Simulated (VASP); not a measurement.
Input of a VASP 6.6.1 run:

File INCAR:

```
ALGO     = Normal         # electronic algorithm
EDIFF    = 1E-6           # SCF threshold, eV
ENCUT    = 520            # plane-wave cutoff, eV
GGA      = PS             # functional
ISIF     = 2              # what is computed and relaxed
ISMEAR   = -1             # smearing method
LASPH    = T              # aspherical terms in the spheres
LCHARG   = F              # write CHGCAR
LREAL    = F              # projectors in reciprocal space
LWAVE    = F              # write WAVECAR
NBANDS   = 14             # bands
NELM     = 100            # most SCF steps
PREC     = Accurate       # precision mode
SIGMA    = 0.1            # smearing width, eV
```

KPOINTS

```
k-points
0
Gamma
  11 11 11
```

Contents of POSCAR:

```
Bi
1.0
    3.2222050741      0.0000000000      0.0000000000
    0.0000000000      3.2222050741      0.0000000000
    0.0000000000      0.0000000000      3.2222050741
Bi
1
Direct
    0.0000000000      0.0000000000      0.0000000000
```

Potentials or basis: VASP PAW PBE potentials, release 64 (Bi_d).

Launch:

```sh
$ cat potpaw_PBE.64/Bi_d/POTCAR > POTCAR
$ mpirun -np 1 vasp_std > vasp.out
```

Predict the pressure.

0.1 GPa.

Caveat: the PAW data sets were made with another functional, which shifts forces and pressure a little.
